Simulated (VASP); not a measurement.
# Ti (Fm-3m) in VASP: a series of runs

Runs on Ti. Level: LDA. Tasks: single point, relaxation of cell and atoms.

All numbers are computed with VASP 6.6.1; they aren't measurements. Logs are shortened: lines on timing, memory, paths and dates and some standing lists are left out, and cuts for length are marked.

### Step 1. The cell of the first run

The structure is cubic, space group Fm-3m (No. 225). The conventional cell has a = 4.003 Å, b = 4.003 Å, c = 4.003 Å, α = 90.00°, β = 90.00°, γ = 90.00°. Within 3.7 Å of Ti (site symmetry m-3m) lie 12 Ti at 2.83 Å.

This isn't the form of Ti at room conditions, which is hcp.

### Step 2. Single point, LDA

Input file INCAR:

```
PREC = Accurate
ENCUT = 500
EDIFF = 1E-6
ISMEAR = 1
SIGMA = 0.05
LREAL = F
LASPH = T
NELM = 120
ALGO = Normal
ISIF = 2
LWAVE = F
LCHARG = F
GGA = CA
NBANDS = 12
GGA_COMPAT = F
```

Input file KPOINTS:

```
regular mesh
0
Gamma
  8 8 8
```

Input file POSCAR:

```
Ti
1.0
    0.0000000000      2.0012763065      2.0012763065
    2.0012763065      0.0000000000      2.0012763065
    2.0012763065      2.0012763065      0.0000000000
Ti
1
Direct
    0.0000000000      0.0000000000      0.0000000000
```

Potentials or basis: VASP PAW LDA potentials, release 64 (Ti_sv).

The run is started by

```console
cat potpaw_LDA.64/Ti_sv/POTCAR > POTCAR
mpirun -np 1 vasp_std > vasp.out
```

OUTCAR:

```text
PREC = Accurate
   ENCUT = 500
   EDIFF = 1E-6
   ISMEAR = 1
   LREAL = F
   LASPH = T
   NELM = 120
   ISIF = 2
   GGA = CA

 ion  position               nearest neighbor table
   1  0.000  0.000  0.000-

  LATTYP: Found a face centered cubic cell.
 ALAT       =     4.0025526130

  Lattice vectors:

 A1 = (   0.0000000000,   2.0012763065,   2.0012763065)
 A2 = (   2.0012763065,   0.0000000000,   2.0012763065)
 A3 = (   2.0012763065,   2.0012763065,   0.0000000000)

Analysis of symmetry for initial positions (statically):
=====================================================================
 Subroutine PRICEL returns:
 Original cell was already a primitive cell.

 Routine SETGRP: Setting up the symmetry group for a
 face centered cubic supercell.

 Subroutine GETGRP returns: Found 48 space group operations
 (whereof 48 operations were pure point group operations)
 out of a pool of 48 trial point group operations.

The static configuration has the point symmetry O_h .

Analysis of symmetry for dynamics (positions and initial velocities):
=====================================================================
 Subroutine PRICEL returns:
 Original cell was already a primitive cell.

 Routine SETGRP: Setting up the symmetry group for a
 face centered cubic supercell.

 Subroutine GETGRP returns: Found 48 space group operations
 (whereof 48 operations were pure point group operations)
 out of a pool of 48 trial point group operations.

The dynamic configuration has the point symmetry O_h .

 Subroutine INISYM returns: Found 48 space group operations
 (whereof 48 operations are pure point group operations),
 and found     1 'primitive' translations

----------------------------------------------------------------------------------------

                                     Primitive cell

  volume of cell :      16.0307

  direct lattice vectors                    reciprocal lattice vectors
     0.000000000  2.001276306  2.001276306    -0.249840563  0.249840563  0.249840563
     2.001276306  0.000000000  2.001276306     0.249840563 -0.249840563  0.249840563
     2.001276306  2.001276306  0.000000000     0.249840563  0.249840563 -0.249840563

  length of vectors
     2.830232095  2.830232095  2.830232095     0.432736550  0.432736550  0.432736550

  position of ions in fractional coordinates (direct lattice)
     0.000000000  0.000000000  0.000000000

  ion indices of the primitive-cell ions
   primitive index   ion index
                 1           1
[... 74 lines left out ...]
   EDIFFG = 0.1E-04   stopping-criterion for IOM
   NSW    =      0    number of steps for IOM
   IBRION =     -1    ionic relax: 0-MD 1-quasi-New 2-CG
   NFREE  =      0    steps in history (QN), initial steepest desc. (CG)
   ISIF   =      2    stress and relaxation
   ISYM   =      2    0-nonsym 1-usesym 2-fastsym
   POTIM  = 0.5000    time-step for ionic-motion
   TEBEG  =    0.0;   TEEND  =   0.0 temperature during run
   PSTRESS=    0.0 pullay stress
   NELECT =      12.0000    total number of electrons
   NUPDOWN=      -1.0000    fix difference up-down
   EMIN   =  10.00;   EMAX   =-10.00  energy-range for DOS
   EFERMI =   0.00;   METHOD = LEGACY
   ISMEAR =     1;   SIGMA  =   0.05  broadening in eV -4-tet -1-fermi 0-gaus
   EFERMI_NEDOS =   21; number of points for ismear=-14 and -15
   IALGO  =     38    algorithm
   IMIX   =      4    mixing-type and parameters
     AMIX     =   0.40;   BMIX     =  1.00
     AMIX_MAG =   1.60;   BMIX_MAG =  1.00
  volume/ion in A,a.u.               =      16.03       108.18
  Fermi-wavevector in a.u.,A,eV,Ry     =   1.486454  2.808991 30.062699  2.209546
  Thomas-Fermi vector in A             =   2.599738
   LORBIT       =      0    0 simple, 1 ext, 2 COOP (PROOUT), +10 PAW based schemes
   GGA     = CA    functional components
   LHFCALC =     F    Hartree Fock is set to
   AEXX    =    0.0000 exact exchange contribution
   IVDW    =     0    specifies the selected vdW correction
   LEPSILON=     F    determine dielectric tensor
   LRPA    =     F    only Hartree local field effects (RPA)
 non-spin polarized calculation
 Methfessel and Paxton  Order N= 1 SIGMA  =   0.05
  energy-cutoff  :      500.00
  volume of cell :       16.03
 maximum number of plane-waves:       416
 NGX is ok and might be reduce to    24
   NGX = 11   NGY = 11   NGZ = 11

 number of electron      11.9999999 magnetization

 Free energy of the ion-electron system (eV)
  ---------------------------------------------------
  ext. energy  EPLUGINS =         0.00000000
  ---------------------------------------------------
  free energy    TOTEN  =        -8.49350305 eV

  energy without entropy =       -8.49325903  energy(sigma->0) =       -8.49342171

 E-fermi :   8.8935     XC(G=0): -12.1762

 val. band max:        8.8554095575   @ k =  -0.3750   0.1250   0.0000
 cond. band min:       8.9048254704   @ k =   0.2500   0.0000   0.0000
 fundamental gap:      0.0494159129
 Fermi energy:         8.8934754669

 k-point     1 :       0.0000    0.0000    0.0000
  band No.  band energies     occupation
      1     -47.0560      2.00000
      2     -23.1750      2.00000
      3     -23.1750      2.00000
      4     -23.1750      2.00000
      5       2.6716      2.00000
      6       9.7334     -0.00000
      7       9.7334     -0.00000
      8       9.7334     -0.00000
      9      11.5308      0.00000
     10      11.5308      0.00000
     11      24.6425      0.00000
     12      29.4514      0.00000
[... 331 lines left out ...]
 k-point    24 :      -0.3750    0.2500    0.1250
  band No.  band energies     occupation
      1     -46.8486      2.00000
      2     -23.9414      2.00000
      3     -23.5214      2.00000
      4     -23.3607      2.00000
      5       7.1749      2.00000
      6       8.0340      2.00000
      7       9.1506     -0.00000
      8      10.5108      0.00000
      9      12.5903      0.00000
     10      15.0138      0.00000
     11      17.6882      0.00000
     12      23.2991      0.00000

 [... further k-points ...]
[... 5 lines left out ...]
  --------------------------------------------------------------------------------------
  -------------------------------------------------------------------------------------
  Total       -0.0200290     -0.0200290     -0.0200290      0.0000000     -0.0000000      0.0000000
  in kB       -2.0017864     -2.0017864     -2.0017864      0.0000000     -0.0000000      0.0000000
  external PRESSURE =      -2.0017864 kB  Pullay stress =       0.0000000 kB

 VOLUME and BASIS-vectors are now :
 -----------------------------------------------------------------------------
  energy-cutoff  :      500.00
  volume of cell :       16.03
      direct lattice vectors                 reciprocal lattice vectors
     0.000000000  2.001276306  2.001276306    -0.249840563  0.249840563  0.249840563
     2.001276306  0.000000000  2.001276306     0.249840563 -0.249840563  0.249840563
     2.001276306  2.001276306  0.000000000     0.249840563  0.249840563 -0.249840563

 POSITION                                       TOTAL-FORCE (eV/Angst)
 -----------------------------------------------------------------------------------
      0.00000      0.00000      0.00000        -0.000000     -0.000000     -0.000000
 -----------------------------------------------------------------------------------
    total drift:                               -0.000000      0.000000     -0.000000

  FREE ENERGIE OF THE ION-ELECTRON SYSTEM (eV)
  ---------------------------------------------------
  free  energy   TOTEN  =        -8.4935030507 eV

  energy  without entropy=       -8.4932590314  energy(sigma->0) =       -8.49342171
```

OSZICAR:

```text
N       E                     dE             d eps       ncg     rms          rms(c)
DAV:   1     0.841927252282E+02    0.84193E+02   -0.63105E+03   696   0.118E+03
DAV:   2    -0.537788510451E+01   -0.89571E+02   -0.86604E+02   716   0.288E+02
DAV:   3    -0.934011236250E+01   -0.39622E+01   -0.39234E+01   932   0.631E+01
DAV:   4    -0.942269010973E+01   -0.82578E-01   -0.82476E-01   792   0.783E+00
DAV:   5    -0.942486580710E+01   -0.21757E-02   -0.21757E-02   820   0.111E+00    0.882E+00
DAV:   6    -0.850486490311E+01    0.92000E+00   -0.18623E+00   740   0.203E+01    0.240E+00
DAV:   7    -0.848531687261E+01    0.19548E-01   -0.98951E-02   848   0.350E+00    0.129E+00
DAV:   8    -0.849310258625E+01   -0.77857E-02   -0.42021E-02   708   0.252E+00    0.129E-01
DAV:   9    -0.849343298774E+01   -0.33040E-03   -0.21630E-03   844   0.487E-01    0.794E-02
DAV:  10    -0.849350560594E+01   -0.72618E-04   -0.47322E-04   732   0.232E-01    0.248E-02
DAV:  11    -0.849350479350E+01    0.81245E-06   -0.63935E-05   780   0.114E-01    0.127E-02
DAV:  12    -0.849350304496E+01    0.17485E-05   -0.39009E-06   740   0.196E-02    0.869E-04
DAV:  13    -0.849350305069E+01   -0.57310E-08   -0.10313E-07   448   0.325E-03
   1 F= -.84935031E+01 E0= -.84934217E+01  d E =-.244019E-03
```

Run time: 22 s. Hardware: 1 thread of AMD EPYC 7R43 (Zen 3), shared host; peak memory 0.09 GiB.

Results:

```yaml
Free_energy: -8.4935 eV
Pressure: -0.2 GPa
Band_gap_on_the_k_mesh: zero (bands 6 and 7 overlap by 1.29 eV)
```

### Step 3. Relaxation of cell and atoms, LDA

This run uses another cell than the first one, of 17.61 Å³/atom.

Input file INCAR:

```
SYSTEM = Ti
  PREC = Accurate
  ENCUT = 500
  EDIFF = 1E-7
  ISMEAR = 1
  SIGMA = 0.05
  LREAL = .FALSE.
  LASPH = .TRUE.
  NELM = 120
  ALGO = Normal
  ISIF = 3
  LWAVE = .FALSE.
  LCHARG = .FALSE.
  IBRION = 2
  NSW = 80
  EDIFFG = -0.02
  GGA_COMPAT = .FALSE.
  NELMIN = 4
```

Input file KPOINTS:

```
Automatic mesh
0
G
  8 8 8
  0 0 0
```

Input file POSCAR:

```
Ti
1.0
    0.0000000000      2.0650000000      2.0650000000
    2.0650000000      0.0000000000      2.0650000000
    2.0650000000      2.0650000000      0.0000000000
Ti
1
Direct
    0.0000000000      0.0000000000      0.0000000000
```

Potentials or basis: VASP PAW LDA potentials, release 64 (Ti_sv).

The run is started by

```console
cat potpaw_LDA.64/Ti_sv/POTCAR > POTCAR
mpirun -np 1 vasp_std > vasp.out
```

Wall time 44 s (1 thread of AMD EPYC 7R43 (Zen 3), shared host); peak memory 0.09 GiB.

Results (log left out):

```yaml
Free_energy: -8.4942 eV
Relaxed_volume: 16.01 Å³/atom
Relaxed_cell: a = 2.829 Å, b = 2.829 Å, c = 2.829 Å, α = 60.00°, β = 60.00°, γ = 60.00°
Space_group_after_relaxing_to_0.1_Å: Fm-3m (No. 225)
Energy_gained_by_relaxing: 53.0 meV/atom
Ionic_steps: 3
Pressure_after_relaxing: 0.0 GPa
Band_gap_on_the_k_mesh: zero (bands 6 and 7 overlap by 1.29 eV)
```

The path:
| step | energy change (eV) | largest force (eV/Å) | pressure (GPa) | volume (Å³) |
| --- | --- | --- | --- | --- |
| 1 | 0.0000 | 0.0000 | -9.95 | 17.61 |
| 2 | -0.0260 | 0.0000 | 8.67 | 14.97 |
| 3 | -0.0530 | 0.0000 | -0.01 | 16.01 |

Final structure:
```
CELL_PARAMETERS angstrom
0.00000 2.00054 2.00054
2.00054 0.00000 2.00054
2.00054 2.00054 0.00000
ATOMIC_POSITIONS crystal
Ti 0.00000 0.00000 0.00000
```

Levels at points of the mesh, in eV from the Fermi level:
```tsv
k point	band 4	band 5	band 6	band 7	band 8	band 9
(0.00, 0.00, 0.00)	-32.07	-6.22	0.84	0.84	0.84	2.64
(0.50, 0.00, 0.00)	-32.18	-2.82	0.70	0.70	0.94	3.87
(0.50, 0.50, 0.00)	-32.38	-2.91	-2.01	3.28	3.84	4.19
```

### Step 4. Relaxation of cell and atoms, LDA

Input file INCAR:

```
ALGO = Normal ; EDIFF = 1E-6
EDIFFG = -0.02 ; ENCUT = 600
GGA = CA ; IBRION = 2
ISIF = 3 ; ISMEAR = 1
LASPH = True ; LCHARG = False
LREAL = False ; LWAVE = False
NELM = 80 ; NSW = 80
PREC = Accurate ; SIGMA = 0.05
```

Input file KPOINTS:

```
k-points
0
Gamma
  9 9 9
```

Input file POSCAR:

```
Ti
1.0
    0.0000000000      2.0012763065      2.0012763065
    2.0012763065      0.0000000000      2.0012763065
    2.0012763065      2.0012763065      0.0000000000
Ti
1
Direct
    0.0000000000      0.0000000000      0.0000000000
```

Potentials or basis: VASP PAW LDA potentials, release 64 (Ti_sv).

The run is started by

```console
cat potpaw_LDA.64/Ti_sv/POTCAR > POTCAR
mpirun -np 1 vasp_std > vasp.out
```

OUTCAR:

```text
EDIFF = 1E-6
   EDIFFG = -0.02
   ENCUT = 600
   GGA = CA
   IBRION = 2
   ISIF = 3
   ISMEAR = 1
   LASPH = True
   LREAL = False
   NELM = 80
   NSW = 80
   PREC = Accurate

 ion  position               nearest neighbor table
   1  0.000  0.000  0.000-

  LATTYP: Found a face centered cubic cell.
 ALAT       =     4.0025526130

  Lattice vectors:

 A1 = (   0.0000000000,   2.0012763065,   2.0012763065)
 A2 = (   2.0012763065,   0.0000000000,   2.0012763065)
 A3 = (   2.0012763065,   2.0012763065,   0.0000000000)

Analysis of symmetry for initial positions (statically):
[... 488 lines left out ...]
      9      12.9229      0.00000
     10      12.9229      0.00000

 [... further k-points ...]
[... 5 lines left out ...]
  --------------------------------------------------------------------------------------
  -------------------------------------------------------------------------------------
  Total        0.0145343      0.0145343      0.0145343     -0.0000000      0.0000000      0.0000000
  in kB        1.4526230      1.4526230      1.4526230     -0.0000000      0.0000000      0.0000000
  external PRESSURE =       1.4526230 kB  Pullay stress =       0.0000000 kB

 VOLUME and BASIS-vectors are now :
 -----------------------------------------------------------------------------
  energy-cutoff  :      600.00
  volume of cell :       16.03
      direct lattice vectors                 reciprocal lattice vectors
     0.000000000  2.001276306  2.001276306    -0.249840563  0.249840563  0.249840563
     2.001276306  0.000000000  2.001276306     0.249840563 -0.249840563  0.249840563
     2.001276306  2.001276306  0.000000000     0.249840563  0.249840563 -0.249840563

 POSITION                                       TOTAL-FORCE (eV/Angst)
 -----------------------------------------------------------------------------------
      0.00000      0.00000      0.00000         0.000000      0.000000      0.000000
 -----------------------------------------------------------------------------------
    total drift:                               -0.000000      0.000000      0.000000

  FREE ENERGIE OF THE ION-ELECTRON SYSTEM (eV)
  ---------------------------------------------------
  free  energy   TOTEN  =        -8.4900622392 eV

  energy  without entropy=       -8.4888750814  energy(sigma->0) =       -8.48966652

 reached required accuracy - stopping structural energy minimisation
```

OSZICAR:

```text
N       E                     dE             d eps       ncg     rms          rms(c)
DAV:   1     0.827646620761E+02    0.82765E+02   -0.74122E+03   700   0.160E+03
DAV:   2    -0.512737977299E+01   -0.87892E+02   -0.86376E+02   718   0.333E+02
DAV:   3    -0.924832976588E+01   -0.41209E+01   -0.40918E+01   864   0.754E+01
DAV:   4    -0.942545013173E+01   -0.17712E+00   -0.17692E+00   844   0.127E+01
DAV:   5    -0.942932069588E+01   -0.38706E-02   -0.38703E-02   878   0.169E+00    0.882E+00
DAV:   6    -0.849892467009E+01    0.93040E+00   -0.30964E+00   712   0.244E+01    0.244E+00
DAV:   7    -0.848103685116E+01    0.17888E-01   -0.16135E-01   746   0.438E+00    0.132E+00
DAV:   8    -0.849007518062E+01   -0.90383E-02   -0.50473E-02   766   0.355E+00    0.295E-01
DAV:   9    -0.848999286064E+01    0.82320E-04   -0.80191E-03   744   0.112E+00    0.702E-02
DAV:  10    -0.849006041167E+01   -0.67551E-04   -0.38033E-04   834   0.222E-01    0.299E-02
DAV:  11    -0.849006191799E+01   -0.15063E-05   -0.84514E-05   794   0.970E-02    0.668E-03
DAV:  12    -0.849006223917E+01   -0.32119E-06   -0.53001E-06   698   0.292E-02
   1 F= -.84900622E+01 E0= -.84896665E+01  d E =-.849006E+01
```

CONTCAR:

```text
Ti
   1.00000000000000
     0.0000000000000000    2.0012763064999999    2.0012763064999999
     2.0012763064999999    0.0000000000000000    2.0012763064999999
     2.0012763064999999    2.0012763064999999    0.0000000000000000
  Ti
     1
Direct
     0.0000000000000000    0.0000000000000000    0.0000000000000000

  0.00000000E+00  0.00000000E+00  0.00000000E+00
```

It took 4.5 s on 1 thread of Intel Xeon Platinum 8259CL at 2.50GHz (Skylake/Cascade Lake), shared host; peak memory 0.13 GiB.

Results:

```yaml
Free_energy: -8.4901 eV
Pressure_after_relaxing: 0.1 GPa
Band_gap_on_the_k_mesh: zero (bands 6 and 7 overlap by 1.39 eV)
```

Final structure:
```
Ti
1.0
     0.00000    2.00128    2.00128
     2.00128    0.00000    2.00128
     2.00128    2.00128    0.00000
Ti
1
Direct
  0.00000 0.00000 0.00000
```

Caveat: the relaxation stopped at its first step, so nothing moved.

### Step 5. The runs side by side

| task | cell | k mesh | cutoff (eV) | gap on the mesh (eV) | pressure (GPa) |
| --- | --- | --- | --- | --- | --- |
| single point | a = 2.830 Å, angles 60.0°, 1 atom | 8 × 8 × 8 | 500 | none | -0.2 |
| relaxation of cell and atoms | relaxed from a = 2.920 Å, angles 60.0°, 1 atom | 8 × 8 × 8 | 500 | none | 0.0 |
| relaxation of cell and atoms | relaxed from a = 2.830 Å, angles 60.0°, 1 atom | 9 × 9 × 9 | 600 | none | 0.1 |

Alike in all rows: level LDA; potentials or basis VASP PAW LDA potentials, release 64 (Ti_sv); no spin polarisation; smearing methfessel-paxton 0.05 eV.

Caveats: the relaxation stopped at its first step, so nothing moved (at least some runs).

Absolute energies hang on the potentials; compare differences alone.
